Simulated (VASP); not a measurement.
Here is a VASP 6.6.1 calculation.

INCAR

```
ALGO = Normal
EDIFF = 1E-6
ENCUT = 500
GGA = PE
GGA_COMPAT = F
ISIF = 2
ISMEAR = 0
LASPH = T
LCHARG = T
LELF = T
LREAL = F
LVHAR = T
LWAVE = F
NBANDS = 21
NELM = 120
PREC = Accurate
SIGMA = 0.01
```

KPOINTS

```
k-points
0
Gamma
  6 6 4
```

Contents of POSCAR:

```
PbI2
1.0
    4.5657260523      0.0000000000      0.0000000000
   -2.2828630262      3.9540347480      0.0000000000
    0.0000000000      0.0000000000      7.0410821077
Pb I
1 2
Direct
    0.0000000000      0.0000000000      0.0000000000
    0.3333333333      0.6666666667      0.2667794128
    0.6666666667      0.3333333333      0.7332205872
```

Potentials or basis: VASP PAW PBE potentials, release 64 (Pb_d, I).

Run with:

```sh
$ cat potpaw_PBE.64/Pb_d/POTCAR potpaw_PBE.64/I/POTCAR > POTCAR
$ mpirun -np 1 vasp_std > vasp.out
```

Question: Predict the pressure.

Answer: 1.2 GPa.

Question: Predict the band gap on the k mesh.

Answer: 2.23 eV.

Question: Predict the largest force.

Answer: 0.046 eV/Å.

Forces in eV/Å, atoms in the order of the input:
```
Pb   0.000  0.000  0.000
I    0.000  0.000  0.046
I    0.000  0.000 -0.046
```

Caveat: spin-orbit coupling is left out, which moves the levels of the heavy elements; this functional lacks dispersion, which binds the layers, so the pressure and a relaxed spacing across them are unreliable. A k mesh can miss the band edges.
